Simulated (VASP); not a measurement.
A run of VASP 6.6.1:

Contents of INCAR:

```
ALGO = Normal
EDIFF = 1E-6
ENCUT = 520
GGA = PE
ISIF = 2
ISMEAR = 0
ISPIN = 2
LASPH = T
LCHARG = F
LMAXMIX = 4
LORBIT = 11
LREAL = F
LWAVE = F
MAGMOM = 0 0.49 0 0 0 0 0 0
NBANDS = 48
NELM = 150
PREC = Accurate
SIGMA = 0.2
```

KPOINTS

```
k-points
0
Gamma
  4 4 4
```

File POSCAR:

```
TlWF6
1.0
    0.0000000000      4.7716387000      4.7716387000
    4.7716387000      0.0000000000      4.7716387000
    4.7716387000      4.7716387000      0.0000000000
Tl W F
1 1 6
Direct
    0.5000000000      0.5000000000      0.5000000000
    0.0000000000      0.0000000000      0.0000000000
    0.7994560000      0.2005440000      0.2005440000
    0.2005440000      0.7994560000      0.7994560000
    0.2005440000      0.7994560000      0.2005440000
    0.7994560000      0.2005440000      0.7994560000
    0.2005440000      0.2005440000      0.7994560000
    0.7994560000      0.7994560000      0.2005440000
```

Potentials or basis: VASP PAW PBE potentials, release 64 (Tl_d, W_sv, F).

Run with:

```sh
$ cat potpaw_PBE.64/Tl_d/POTCAR potpaw_PBE.64/W_sv/POTCAR potpaw_PBE.64/F/POTCAR > POTCAR
$ mpirun -np 1 vasp_std > vasp.out
```

Hardware: 1 thread of Intel(R) Xeon(R) Platinum 8259CL CPU @ 2.50GHz (Skylake/Cascade Lake), on a shared host.

**Question.** How long does it take, and how much memory?

**Answer.** It took 4.7 min on 1 thread of Intel(R) Xeon(R) Platinum 8259CL CPU @ 2.50GHz (Skylake/Cascade Lake) (shared host), peak memory 0.5 GiB. Counts: scf iterations 15, k points 8.
